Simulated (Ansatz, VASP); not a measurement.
## Two plane-wave programs on Tl

File INCAR:

```
PREC = Accurate
ENCUT = 520
EDIFF = 1E-6
ISMEAR = -1
SIGMA = 0.1
LREAL = False
LASPH = True
NELM = 100
ALGO = Normal
ISIF = 2
LWAVE = False
LCHARG = True
GGA = CA
LELF = True
LVHAR = True
NBANDS = 20
```

File KPOINTS:

```
Automatic mesh
0
Gamma
  5 5 3
```

Contents of POSCAR:

```
Tl
1.0
    3.4014029632      0.0000000000      0.0000000000
   -1.7007014816      2.9457013746      0.0000000000
    0.0000000000      0.0000000000      5.4430041633
Tl
2
Direct
    0.3333333333      0.6666666667      0.2500000000
    0.6666666667      0.3333333333      0.7500000000
```

Input for Ansatz:

```yaml
crystal:
  lattice:
    - [3.4014029632, 0.0, 0.0]
    - [-1.7007014816, 2.9457013746, 0.0]
    - [0.0, 0.0, 5.4430041633]
  atoms:
    - { symbol: Tl, position: [0.3333333333, 0.6666666667, 0.25] }
    - { symbol: Tl, position: [0.6666666667, 0.3333333333, 0.75] }
hamiltonian:
  xc: lda
  pseudopotentials:
    kind: paw
    azcp:
      Tl: "pseudopotentials/Tl.paw.azcp"
basis:
  ecutwfc: 420
  fft_grid_basis: typed
kpoints:
  mp_grid: { grid: [5, 5, 3], shift: [0, 0, 0] }
magnetization:
  spin_polarized: false
scf:
  occupations: { method: fermi_dirac, width: 0.1 }
  lower_state_search: "off"
output:
  stress: true
```

Alike in both runs: task single point; functional LDA; k mesh 5 × 5 × 3; occupations fermi-dirac, width 0.1 eV; no spin polarisation.

|  | VASP | Ansatz |
| --- | --- | --- |
| version | VASP 6.6.1 | Ansatz 0.2.0 |
| potentials or method | VASP PAW LDA potentials, release 64 (Tl_d), cutoff 520 eV | plane waves (420 eV) with PAW, scalar-relativistic |
| valence electrons in the cell | 26 | 26 |

```csv
,VASP,Ansatz,Ansatz less VASP
pressure (GPa),0.2,0.1,-0.09
"traceless stress, the component that is largest in VASP (GPa)",0.90,0.85,-0.055
```

Ansatz warns that its potentials were made for another functional, while VASP's fit it. LDA's correlation is that of Perdew and Zunger in VASP and of Perdew and Wang (1992) in Ansatz.

The k mesh is coarse, so the values compare programs but aren't converged. Spin-orbit coupling is off throughout.
